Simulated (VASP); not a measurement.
Here is a VASP 6.6.1 calculation.

INCAR

```
PREC     = Accurate       # precision mode
ENCUT    = 600            # plane-wave cutoff, eV
EDIFF    = 1E-6           # SCF threshold, eV
ISMEAR   = -1             # smearing method
SIGMA    = 0.1            # smearing width, eV
LREAL    = F              # projectors in reciprocal space
LASPH    = T              # aspherical terms in the spheres
NELM     = 120            # most SCF steps
ALGO     = Normal         # electronic algorithm
ISIF     = 2              # what is computed and relaxed
LWAVE    = F              # write WAVECAR
LCHARG   = F              # write CHGCAR
GGA      = CA             # functional
NBANDS   = 10             # bands
GGA_COMPAT= F
```

KPOINTS

```
Automatic mesh
0
Gamma
  12 12 12
```

POSCAR

```
Os
1.0
    0.0000000000      1.9450000000      1.9450000000
    1.9450000000      0.0000000000      1.9450000000
    1.9450000000      1.9450000000      0.0000000000
Os
1
Direct
    0.0000000000      0.0000000000      0.0000000000
```

Potentials or basis: VASP PAW LDA potentials, release 64 (Os).

Launch:

```console
$ cat potpaw_LDA.64/Os/POTCAR > POTCAR
$ mpirun -np 1 vasp_std > vasp.out
```

Question: Estimate the pressure.

Answer: -25.1 GPa.

Question: Predict the band gap on the k mesh.

Answer: Zero (bands 4 and 5 overlap by 3.64 eV).

Caveat: the cell stands under tension; spin-orbit coupling is left out, which moves the levels of the heavy elements.
